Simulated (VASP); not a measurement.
A run of VASP 6.6.1:

The input INCAR:

```
ALGO     = Fast           # electronic algorithm
EDIFF    = 1E-7           # SCF threshold, eV
ENCUT    = 520            # plane-wave cutoff, eV
GGA      = PS             # functional
GGA_COMPAT= F            
ISIF     = 2              # what is computed and relaxed
ISMEAR   = -1             # smearing method
LASPH    = T              # aspherical terms in the spheres
LCHARG   = F              # write CHGCAR
LNONCOLLINEAR= T              # non-collinear magnetism
LORBIT   = 11             # projections on sites
LORBMOM  = T            
LREAL    = F              # projectors in reciprocal space
LSORBIT  = T              # spin-orbit coupling
LWAVE    = F              # write WAVECAR
MAGMOM   = 0 0 0 0 0 0    # initial moments
NBANDS   = 38             # bands
NELM     = 150            # most SCF steps
PREC     = Accurate       # precision mode
SIGMA    = 0.05           # smearing width, eV
```

Contents of KPOINTS:

```
k-points
0
Gamma
  7 7 6
```

POSCAR

```
Ga
1.0
    1.3830000000     -4.0265000000      0.0000000000
    1.3830000000      4.0265000000      0.0000000000
   -0.1174474948      0.0000000000      3.3299294416
Ga
2
Direct
    0.1310000000      0.8690000000      0.7500000000
    0.8690000000      0.1310000000      0.2500000000
```

Potentials or basis: VASP PAW PBE potentials, release 64 (Ga_d).

Launch:

```console
$ cat potpaw_PBE.64/Ga_d/POTCAR > POTCAR
$ mpirun -np 1 vasp_ncl > vasp.out
```

Hardware: 1 thread of AMD EPYC 9R45 96-Core Processor (Zen 5), with other jobs on the host.

Q: Estimate the wall time of this run.

A: It took 3.6 min on 1 thread of AMD EPYC 9R45 96-Core Processor (Zen 5) (shared host), peak memory 0.35 GiB. Counts: scf iterations 14, k points 88.
